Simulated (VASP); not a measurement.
Input of a VASP 6.6.1 run:

INCAR

```
ALGO = Normal
EDIFF = 1E-6
ENCUT = 520
GGA = PE
ISIF = 2
ISMEAR = -1
LASPH = True
LCHARG = False
LREAL = False
LWAVE = False
NBANDS = 18
NELM = 100
PREC = Accurate
SIGMA = 0.05
```

The input KPOINTS:

```
k-points
0
Gamma
  9 9 9
```

POSCAR

```
Yb
1.0
   -2.1514830000      2.1514830000      2.1514830000
    2.1514830000     -2.1514830000      2.1514830000
    2.1514830000      2.1514830000     -2.1514830000
Yb
1
Direct
    0.0000000000      0.0000000000      0.0000000000
```

Potentials or basis: VASP PAW PBE potentials, release 64 (Yb).

Launch:

```sh
$ cat potpaw_PBE.64/Yb/POTCAR > POTCAR
$ mpirun -np 1 vasp_std > vasp.out
```

(1) Predict the pressure.

(2) Estimate the band gap on the k mesh.

Answers

(1) -37.7 GPa.

(2) zero (bands 12 and 13 overlap by 0.26 eV).

Caveat: the cell stands under tension; spin-orbit coupling is left out, which moves the levels of the heavy elements.
